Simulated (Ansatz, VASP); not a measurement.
**Two plane-wave programs on Al2H**

```
Al H
1.0
     4.67892   -2.12910    0.00000
     4.67892    2.12910    0.00000
     0.00000    0.00000    4.08959
Al H
4 2
Direct
  0.85751 0.44111 0.75000
  0.55889 0.14249 0.75000
  0.44111 0.85751 0.25000
  0.14249 0.55889 0.25000
  0.03739 0.96261 0.25000
  0.96261 0.03739 0.75000
```

Alike in both runs: functional PBE; k mesh 10 × 10 × 10; occupations gaussian, width 0.1 eV; no spin polarisation.

Ansatz relaxed the structure, and its values are those at the end. VASP's run is a single point on that final structure, the one shown.

```csv
,VASP,Ansatz
version,VASP 6.6.1,Ansatz 0.2.0
potentials or method,"VASP PAW PBE potentials, release 64 (Al, H), cutoff 520 eV","scalar-relativistic, plane waves, PAW"
valence electrons in the cell,14,14
```

Ansatz gave:

| Property | Result |
| --- | --- |
| gap on the k mesh at the Fermi level (eV) | none |
| pressure (GPa) | 0.0 |

**Question.** What did VASP give for the same quantities?

**Answer.** gap on the k mesh at the Fermi level (eV): none; pressure (GPa): -0.1.

A gap of «none» marks a metal or a gap that the smearing closes.
